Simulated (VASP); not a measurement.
**KI: relaxation of cell and atoms with LDA**

The system is KI.

```
K I
1.0
     0.00000    3.52455    3.52455
     3.52455    0.00000    3.52455
     3.52455    3.52455    0.00000
K I
1 1
Direct
  0.00000 0.00000 0.00000
  0.50000 0.50000 0.50000
```

| Item | Value |
| --- | --- |
| Program | VASP 6.6.1 |
| Task | relaxation of cell and atoms |
| Functional | LDA |
| Potentials or basis | VASP PAW LDA potentials, release 64 (K_sv, I) |
| Cutoff | 600 eV |
| k mesh | 6 × 6 × 6 |
| Occupations | gaussian, width 0.02 eV |
| Spin | no spin polarisation |
| Dipole correction | no |
| Further INCAR settings | ALGO = Normal; EDIFF = 1e-07; IBRION = 2; EDIFFG = -0.005; NSW = 100; ISIF = 3 |

```yaml
Relaxed_volume: 39.78 Å³/atom
Relaxed_cell: a = 4.828 Å, b = 4.828 Å, c = 4.828 Å, α = 60.00°, β = 60.00°, γ = 60.00°
Space_group_after_relaxing_to_0.05_Å: Fm-3m (No. 225)
Energy_gained_by_relaxing: 16.5 meV/atom
Ionic_steps: 4
Pressure_after_relaxing: 0.0 GPa
Band_gap_on_the_k_mesh: 3.87 eV, direct
```

The path:
```tsv
step	energy change (eV)	largest force (eV/Å)	pressure (GPa)	volume (Å³)
1	0.0000	0.0000	-1.21	87.57
2	-0.0245	0.0000	-0.68	83.46
3	-0.0330	0.0000	-0.06	79.86
4	-0.0330	0.0000	0.01	79.56
```

Final structure:
```
K I
1.0
     0.00000    3.41368    3.41368
     3.41368    0.00000    3.41368
     3.41368    3.41368    0.00000
K I
1 1
Direct
  0.00000 0.00000 0.00000
  0.50000 0.50000 0.50000
```

Levels at points of the mesh, in eV from the valence-band top:
```csv
k point,band 5,band 6,band 7,band 8,band 9,band 10,band 11,band 12
"(0.00, 0.00, 0.00)",-10.74,0.00,0.00,0.00,3.87,6.22,6.22,6.22
"(0.50, 0.00, 0.00)",-10.26,-1.65,-0.45,-0.45,5.36,7.71,8.18,8.18
"(0.50, 0.50, 0.00)",-10.55,-1.21,-0.44,-0.44,4.49,5.72,8.04,8.84
```

It took 48 s on 1 thread of Intel(R) Xeon(R) Platinum 8488C (Sapphire Rapids) (shared host), peak memory 0.19 GiB.

Caveat: spin-orbit coupling is left out, which moves the levels of the heavy elements. LDA usually gives volumes a few per cent too small.
